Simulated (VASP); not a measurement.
# MgBe2Te3 (P6/mmm) in VASP: a series of runs

MgBe2Te3 is run at these levels: PBE; tasks: single point.

All numbers are computed with VASP 6.6.1; they aren't measurements. Logs are shortened: lines on timing, memory, paths and dates and some standing lists are left out, and cuts for length are marked.

## 1. The cell of the first run

The structure is hexagonal, space group P6/mmm (No. 191). The conventional cell has a = 6.187 Å, b = 6.187 Å, c = 4.239 Å, α = 90.00°, β = 90.00°, γ = 120.00°. Mg (site symmetry 6/mmm) has 12 Te at 3.75 Å and 12 Be at 4.15 Å and 2 Mg at 4.24 Å within 4.9 Å. Within 2.4 Å of Be (site symmetry -6m2) lie 3 Te at 1.79 Å. Te (site symmetry mmm) has 2 Be at 1.79 Å within 2.4 Å.

## 2. Single point, PBE

File INCAR:

```
SYSTEM = MgBe2Te3
  PREC = Accurate
  ENCUT = 520
  EDIFF = 1E-6
  ISMEAR = 0
  SIGMA = 0.1
  LREAL = .False.
  LASPH = .True.
  NELM = 100
  ALGO = Normal
  ISIF = 2
  LWAVE = .False.
  LCHARG = .True.
  GGA = PE
  LELF = .True.
  LVHAR = .True.
  NBANDS = 21
```

File KPOINTS:

```
Automatic mesh
0
Gamma
  3 3 4
  0 0 0
```

File POSCAR:

```
MgBe2Te3
1.0
    6.1874382100      0.0000000000      0.0000000000
   -3.0937191100      5.3584786800      0.0000000000
    0.0000000000      0.0000000000      4.2389502100
Mg Be Te
1 2 3
Direct
    0.0000000000      0.0000000000      0.5000000000
    0.3333333300      0.6666666700      0.0000000000
    0.6666666700      0.3333333300      0.0000000000
    0.5000000000      0.0000000000      0.0000000000
    0.0000000000      0.5000000000      0.0000000000
    0.5000000000      0.5000000000      0.0000000000
```

Potentials or basis: VASP PAW PBE potentials, release 64 (Mg, Be, Te).

The run is started by

```bash
$ cat potpaw_PBE.64/Mg/POTCAR potpaw_PBE.64/Be/POTCAR potpaw_PBE.64/Te/POTCAR > POTCAR
$ mpirun -np 1 vasp_std > vasp.out
```

OUTCAR:

```text
SYSTEM = MgBe2Te3
   PREC = Accurate
   ENCUT = 520
   EDIFF = 1E-6
   ISMEAR = 0
   LREAL = .False.
   LASPH = .True.
   NELM = 100
   ISIF = 2
   GGA = PE

 ion  position               nearest neighbor table
   1  0.000  0.000  0.500-
   2  0.333  0.667  0.000-   5 1.79   4 1.79   6 1.79
   3  0.667  0.333  0.000-   5 1.79   4 1.79   6 1.79
   4  0.500  0.000  0.000-   2 1.79   3 1.79   5 3.09   5 3.09   6 3.09   6 3.09
   5  0.000  0.500  0.000-   2 1.79   3 1.79   6 3.09   6 3.09   4 3.09   4 3.09
   6  0.500  0.500  0.000-   2 1.79   3 1.79   5 3.09   5 3.09   4 3.09   4 3.09

  LATTYP: Found a hexagonal cell.
 ALAT       =     6.1874382100
 C/A-ratio  =     0.6850897037

  Lattice vectors:

 A1 = (   6.1874382100,   0.0000000000,   0.0000000000)
 A2 = (  -3.0937191100,   5.3584786800,   0.0000000000)
 A3 = (   0.0000000000,   0.0000000000,   4.2389502100)

Analysis of symmetry for initial positions (statically):
=====================================================================
 Subroutine PRICEL returns:
 Original cell was already a primitive cell.

 Routine SETGRP: Setting up the symmetry group for a
 hexagonal supercell.

 Subroutine GETGRP returns: Found 24 space group operations
 (whereof 24 operations were pure point group operations)
 out of a pool of 24 trial point group operations.

The static configuration has the point symmetry D_6h.

Analysis of symmetry for dynamics (positions and initial velocities):
=====================================================================
 Subroutine PRICEL returns:
 Original cell was already a primitive cell.

 Routine SETGRP: Setting up the symmetry group for a
 hexagonal supercell.

 Subroutine GETGRP returns: Found 24 space group operations
 (whereof 24 operations were pure point group operations)
 out of a pool of 24 trial point group operations.

The dynamic configuration has the point symmetry D_6h.

 Subroutine INISYM returns: Found 24 space group operations
 (whereof 24 operations are pure point group operations),
 and found     1 'primitive' translations

----------------------------------------------------------------------------------------

                                     Primitive cell

  volume of cell :     140.5435

  direct lattice vectors                    reciprocal lattice vectors
     6.187438210  0.000000000  0.000000000     0.161617776  0.093310066  0.000000000
    -3.093719110  5.358478680  0.000000000     0.000000000  0.186620132  0.000000000
     0.000000000  0.000000000  4.238950210     0.000000000  0.000000000  0.235907465

  length of vectors
     6.187438210  6.187438218  4.238950210     0.186620132  0.186620132  0.235907465

  position of ions in fractional coordinates (direct lattice)
     0.000000000  0.000000000  0.500000000
     0.333333330  0.666666670  0.000000000
     0.666666670  0.333333330  0.000000000
     0.500000000  0.000000000  0.000000000
     0.000000000  0.500000000  0.000000000
     0.500000000  0.500000000  0.000000000

  ion indices of the primitive-cell ions
   primitive index   ion index
                 1           1
                 2           2
                 3           3
                 4           4
                 5           5
                 6           6

----------------------------------------------------------------------------------------

 KPOINTS: Automatic mesh

Automatic generation of k-mesh.
 Grid dimensions read from file:
 generate k-points for:    3    3    4

 Generating k-lattice:

  Cartesian coordinates                     Fractional coordinates (reciprocal lattice)
     0.053872592  0.031103355  0.000000000     0.333333333  0.000000000  0.000000000
     0.000000000  0.062206711  0.000000000     0.000000000  0.333333333  0.000000000
     0.000000000  0.000000000  0.058976866     0.000000000  0.000000000  0.250000000

  Length of vectors
     0.062206711  0.062206711  0.058976866

  Shift w.r.t. Gamma in fractional coordinates (k-lattice)
     0.000000000  0.000000000  0.000000000

 Subroutine IBZKPT returns following result:
 ===========================================

 Found      9 irreducible k-points:

 Following reciprocal coordinates:
            Coordinates               Weight
  0.000000  0.000000  0.000000      1.000000
  0.333333  0.000000  0.000000      6.000000
  0.333333  0.333333  0.000000      2.000000
  0.000000  0.000000  0.250000      2.000000
  0.333333  0.000000  0.250000     12.000000
  0.333333  0.333333  0.250000      4.000000
  0.000000  0.000000  0.500000      1.000000
  0.333333  0.000000  0.500000      6.000000
  0.333333  0.333333  0.500000      2.000000
   k-points           NKPTS =      9   k-points in BZ     NKDIM =      9   number of bands    NBANDS=     21
   number of dos      NEDOS =    301   number of ions     NIONS =      6
   total plane-waves  NPLWV =  73728
   dimension x,y,z NGX =    48 NGY =   48 NGZ =   32
   dimension x,y,z NGXF=    96 NGYF=   96 NGZF=   64
   ions per type =               1   2   3
   NGX,Y,Z   is equivalent  to a cutoff of  12.90, 12.90, 12.55 a.u.
   NGXF,Y,Z  is equivalent  to a cutoff of  25.79, 25.79, 25.10 a.u.
 SYSTEM =  MgBe2Te3
   PREC   = accura    normal or accurate (medium, high low for compatibility)
   ISTART =      0    job   : 0-new  1-cont  2-samecut
   ICHARG =      2    charge: 1-file 2-atom 10-const
   ISPIN  =      1    spin polarized calculation?
   LNONCOLLINEAR =      F non collinear calculations
   LSORBIT =      F    spin-orbit coupling
   LASPH  =      T    aspherical Exc in radial PAW
   ENCUT  =  520.0 eV  38.22 Ry    6.18 a.u.  11.50 11.50  7.88*2*pi/ulx,y,z
   NELM   =    100;   NELMIN=  2; NELMDL= -5     # of ELM steps
   EDIFF  = 0.1E-05   stopping-criterion for ELM
   LREAL  =      F    real-space projection
   EDIFFG = 0.1E-04   stopping-criterion for IOM
   NSW    =      0    number of steps for IOM
   IBRION =     -1    ionic relax: 0-MD 1-quasi-New 2-CG
   NFREE  =      0    steps in history (QN), initial steepest desc. (CG)
   ISIF   =      2    stress and relaxation
   ISYM   =      2    0-nonsym 1-usesym 2-fastsym
   POTIM  = 0.5000    time-step for ionic-motion
   TEBEG  =    0.0;   TEEND  =   0.0 temperature during run
   PSTRESS=    0.0 pullay stress
   NELECT =      24.0000    total number of electrons
   NUPDOWN=      -1.0000    fix difference up-down
   EMIN   =  10.00;   EMAX   =-10.00  energy-range for DOS
   EFERMI =   0.00;   METHOD = LEGACY
   ISMEAR =     0;   SIGMA  =   0.10  broadening in eV -4-tet -1-fermi 0-gaus
   EFERMI_NEDOS =   21; number of points for ismear=-14 and -15
   IALGO  =     38    algorithm
   IMIX   =      4    mixing-type and parameters
     AMIX     =   0.40;   BMIX     =  1.00
     AMIX_MAG =   1.60;   BMIX_MAG =  1.00
  volume/ion in A,a.u.               =      23.42       158.07
  Fermi-wavevector in a.u.,A,eV,Ry     =   0.908256  1.716355 11.223844  0.824929
  Thomas-Fermi vector in A             =   2.032161
   LORBIT       =      0    0 simple, 1 ext, 2 COOP (PROOUT), +10 PAW based schemes
   GGA     = PE    functional components
   LHFCALC =     F    Hartree Fock is set to
   AEXX    =    0.0000 exact exchange contribution
   IVDW    =     0    specifies the selected vdW correction
   LEPSILON=     F    determine dielectric tensor
   LRPA    =     F    only Hartree local field effects (RPA)
 non-spin polarized calculation
 Gauss-broadening in eV      SIGMA  =   0.10
  energy-cutoff  :      520.00
  volume of cell :      140.54
 maximum number of plane-waves:      3808
 NGX is ok and might be reduce to    48
   NGX = 23   NGY = 23   NGZ = 15

 number of electron      23.9999999 magnetization

 Free energy of the ion-electron system (eV)
  ---------------------------------------------------
  ext. energy  EPLUGINS =         0.00000000
  ---------------------------------------------------
  free energy    TOTEN  =        -2.75244655 eV

  energy without entropy =       -2.74656979  energy(sigma->0) =       -2.74950817

 E-fermi :   5.5282     XC(G=0):  -8.8263

 val. band max:        5.3996929852   @ k =   0.3333   0.0000   0.2500
 cond. band min:       5.5858948124   @ k =   0.0000   0.0000   0.2500
 fundamental gap:      0.1862018272
 Fermi energy:         5.5281649331

 k-point     1 :       0.0000    0.0000    0.0000
  band No.  band energies     occupation
      1      -8.8251      2.00000
      2      -6.3070      2.00000
      3      -6.3070      2.00000
      4      -2.7103      2.00000
      5      -1.0235      2.00000
      6      -1.0235      2.00000
[... 13 lines left out ...]
     20      10.6935      0.00000
     21      11.4830      0.00000

 k-point     2 :       0.3333    0.0000    0.0000
  band No.  band energies     occupation
      1      -8.4620      2.00000
      2      -7.1773      2.00000
      3      -6.4298      2.00000
      4      -1.9766      2.00000
      5      -0.4687      2.00000
      6      -0.0558      2.00000
[... 13 lines left out ...]
     20      11.6789      0.00000
     21      12.1215      0.00000

 k-point     3 :       0.3333    0.3333    0.0000
  band No.  band energies     occupation
      1      -7.8872      2.00000
      2      -7.8872      2.00000
      3      -6.5792      2.00000
      4      -0.9402      2.00000
      5      -0.9402      2.00000
      6       1.0199      2.00000
[... 13 lines left out ...]
     20      10.3287      0.00000
     21      10.7291      0.00000
[... 97 lines left out ...]
 k-point     8 :       0.3333    0.0000    0.5000
  band No.  band energies     occupation
      1      -8.2408      2.00000
      2      -6.9780      2.00000
      3      -6.2500      2.00000
      4      -1.7714      2.00000
      5      -0.2615      2.00000
      6      -0.2254      2.00000
[... 13 lines left out ...]
     20      11.9085      0.00000
     21      12.3012      0.00000

 k-point     9 :       0.3333    0.3333    0.5000
  band No.  band energies     occupation
      1      -7.6772      2.00000
      2      -7.6772      2.00000
      3      -6.3896      2.00000
      4      -0.7785      2.00000
      5      -0.7785      2.00000
      6       0.5767      2.00000
[... 13 lines left out ...]
     20      10.7713      0.00000
     21      12.3298      0.00000

------------------------ aborting loop because EDIFF is reached ----------------------------------------

  FORCE on cell =-STRESS in cart. coord.  units (eV):
  Direction    XX          YY          ZZ          XY          YZ          ZX
  --------------------------------------------------------------------------------------
  -------------------------------------------------------------------------------------
  Total       65.8347400     65.8347401     -0.0641386     -0.0000001      0.0000000      0.0000000
  in kB      750.5074535    750.5074551     -0.7311721     -0.0000007      0.0000000      0.0000000
  external PRESSURE =     500.0945788 kB  Pullay stress =       0.0000000 kB

 VOLUME and BASIS-vectors are now :
 -----------------------------------------------------------------------------
  energy-cutoff  :      520.00
  volume of cell :      140.54
      direct lattice vectors                 reciprocal lattice vectors
     6.187438210  0.000000000  0.000000000     0.161617776  0.093310066  0.000000000
    -3.093719110  5.358478680  0.000000000     0.000000000  0.186620132  0.000000000
     0.000000000  0.000000000  4.238950210     0.000000000  0.000000000  0.235907465

 POSITION                                       TOTAL-FORCE (eV/Angst)
 -----------------------------------------------------------------------------------
      0.00000      0.00000      2.11948        -0.000000      0.000000     -0.000000
     -0.00000      3.57232      0.00000        -0.000000      0.000000      0.000000
      3.09372      1.78616      0.00000         0.000000     -0.000000     -0.000000
      3.09372      0.00000      0.00000        -0.000000      0.000000     -0.000000
     -1.54686      2.67924      0.00000        -0.000000      0.000000     -0.000000
      1.54686      2.67924      0.00000        -0.000000      0.000000     -0.000000
 -----------------------------------------------------------------------------------
    total drift:                               -0.000000     -0.000000      0.000000

  FREE ENERGIE OF THE ION-ELECTRON SYSTEM (eV)
  ---------------------------------------------------
  free  energy   TOTEN  =        -2.7524465466 eV

  energy  without entropy=       -2.7465697934  energy(sigma->0) =       -2.74950817
```

Wall time 49 s (1 thread of AMD EPYC 7R13, shared host); peak memory 0.23 GiB.

What came out:

* Free energy: -2.7524 eV
* Pressure: 50.0 GPa
* Band gap on the k mesh: 0.19 eV, indirect (least direct gap 0.71 eV)

Stress tensor (GPa, compression positive):
```
75.05  0.00  0.00
 0.00 75.05  0.00
 0.00  0.00 -0.07
```

Caveat: spin-orbit coupling is left out, which moves the levels of the heavy elements.

## 3. Single point, PBE

This run uses another cell than the first one, of 29.91 Å³/atom, 1.277 times its volume.

File INCAR:

```
ALGO = Normal
EDIFF = 1E-7
ENCUT = 520
GGA = PE
ISIF = 2
ISMEAR = 0
LASPH = True
LCHARG = False
LREAL = False
LWAVE = False
NBANDS = 21
NELM = 100
PREC = Accurate
SIGMA = 0.1
```

File KPOINTS:

```
k-points
0
Gamma
  3 3 4
```

File POSCAR:

```
MgBe2Te3
1.0
    8.0340625826      0.0000000037      0.0000000000
   -4.0170312946      6.9577022903      0.0000000000
    0.0000000000      0.0000000000      3.2100205354
Mg Be Te
1 2 3
Direct
    0.0000000000      0.0000000000      0.5000000000
    0.3333333333      0.6666666667      0.0000000000
    0.6666666667      0.3333333333      0.0000000000
    0.5000000000      0.0000000000      0.0000000000
    0.0000000000      0.5000000000      0.0000000000
    0.5000000000      0.5000000000      0.0000000000
```

Potentials or basis: VASP PAW PBE potentials, release 64 (Mg, Be, Te).

The run is started by

```bash
$ cat potpaw_PBE.64/Mg/POTCAR potpaw_PBE.64/Be/POTCAR potpaw_PBE.64/Te/POTCAR > POTCAR
$ mpirun -np 1 vasp_std > vasp.out
```

Wall time 52 s (1 thread of AMD EPYC 7R13, shared host); peak memory 0.26 GiB.

Results (log left out):

```yaml
Free_energy: -16.9720 eV
Pressure: -0.2 GPa
Band_gap_on_the_k_mesh: zero (band 12 reaches 5.14 eV, above the bottom of band 13 at 2.66 eV)
```

Stress tensor (GPa, compression positive):
```
-0.20  0.00  0.00
 0.00 -0.20  0.00
 0.00  0.00 -0.33
```

Levels at points of the mesh, in eV from the Fermi level:
```
           k point  band 8  band 9  band 10  band 11  band 12  band 13  band 14  band 15  band 16  band 17
(0.00, 0.00, 0.00)   -2.08   -2.08    -0.95     0.16     1.62     2.59     2.59     2.96     2.96     3.56
(0.00, 0.00, 0.50)   -3.12   -3.12    -0.84    -0.50    -0.50     0.54     0.97     1.49     2.76     2.83
```

Caveat: the k points lie up to 0.49 Å⁻¹ apart; spin-orbit coupling is left out, which moves the levels of the heavy elements.

(Part 1 of 2 ends here.)
